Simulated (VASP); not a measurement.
Crystal: Sr.

```xyz
6
Lattice="4.3011 0.0000 0.0000 0.0084 7.2970 0.0000 0.0393 0.8736 10.5227" Properties=species:S:1:pos:R:3 pbc="T T T"
Sr    3.2626    3.2111    1.7400
Sr    1.1232    2.2551    5.2330
Sr    1.1181    6.8549    1.7678
Sr    3.2307    1.3157    8.7549
Sr    1.0862    4.9595    8.7826
Sr    3.2257    5.9155    5.2897
```

```yaml
Program: VASP 6.6.1
Task: relaxation of cell and atoms
Functional: PBE
Potentials_or_basis: VASP PAW PBE potentials, release 64 (Sr_sv)
Cutoff: 600 eV
k_mesh: 4 × 4 × 2
Occupations: gaussian, width 0.1 eV
Spin: no spin polarisation
```

At the start: pressure -0.0 GPa; volume 55.04 Å³/atom.

Q: Where does the relaxation end?

A: Over 9 steps the energy falls by 6.1 meV/atom and the volume is 55.10 Å³/atom (+0.1 %); space group P-1 (No. 2, to 0.05 Å).

Step by step:
| step | energy change (eV) | largest force (eV/Å) | pressure (GPa) | volume (Å³) |
| --- | --- | --- | --- | --- |
| 1 | 0.0000 | 0.0518 | -0.01 | 330.26 |
| 2 | -0.0048 | 0.0476 | 0.00 | 330.01 |
| 3 | -0.0160 | 0.0364 | 0.03 | 329.18 |
| 4 | -0.0157 | 0.0265 | 0.13 | 327.21 |
| 5 | -0.0204 | 0.0286 | 0.07 | 328.31 |
| 6 | -0.0256 | 0.0252 | 0.04 | 329.32 |
| 7 | -0.0341 | 0.0217 | -0.06 | 332.21 |
| 8 | -0.0343 | 0.0223 | -0.08 | 332.76 |
| 9 | -0.0363 | 0.0183 | -0.01 | 330.59 |

Final structure:
```
Sr
1.0
     4.21026   -0.00627   -0.01344
    -0.00276    7.38795   -0.37595
     0.00495    0.32752   10.61152
Sr
6
Direct
  0.75359 0.41876 0.16647
  0.24967 0.25071 0.49921
  0.25201 0.91883 0.16705
  0.74799 0.08117 0.83295
  0.24641 0.58124 0.83353
  0.75033 0.74929 0.50079
```

Caveat: the k points lie up to 0.37 Å⁻¹ apart in the final cell.
